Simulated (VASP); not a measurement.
SrCl2: single point with LDA

The system is SrCl2.

```
Sr Cl
1.0
     0.00000    3.52061    3.52061
     3.52061    0.00000    3.52061
     3.52061    3.52061    0.00000
Sr Cl
1 2
Direct
  0.00000 0.00000 0.00000
  0.25000 0.25000 0.25000
  0.75000 0.75000 0.75000
```

```json
{"Program": "VASP 6.6.1", "Task": "single point", "Functional": "LDA", "Potentials or basis": "VASP PAW LDA potentials, release 64 (Sr_sv, Cl)", "Cutoff": "520 eV", "k mesh": "8 × 8 × 8", "Occupations": "gaussian, width 0.05 eV", "Spin": "no spin polarisation"}
```

```
Pressure               : -3.5 GPa
Band gap on the k mesh : 4.78 eV, indirect (least direct gap 5.12 eV)
```

Levels at points of the mesh, in eV from the valence-band top:
```tsv
k point	band 8	band 9	band 10	band 11	band 12	band 13	band 14	band 15	band 16	band 17
(0.00, 0.00, 0.00)	-2.10	-2.10	-0.34	-0.34	-0.34	4.78	5.83	5.83	8.65	8.65
(0.50, 0.00, 0.00)	-1.55	-1.52	-1.32	-1.04	-1.04	6.42	6.42	7.20	7.40	8.23
(0.50, 0.50, 0.00)	-1.87	-1.87	-0.40	-0.40	0.00	5.16	6.73	7.29	7.76	7.76
```

It took 40 s on 1 thread of Intel(R) Xeon(R) Platinum 8259CL CPU @ 2.50GHz (Skylake/Cascade Lake) (shared host), peak memory 0.21 GiB.

A k mesh can miss the band edges.
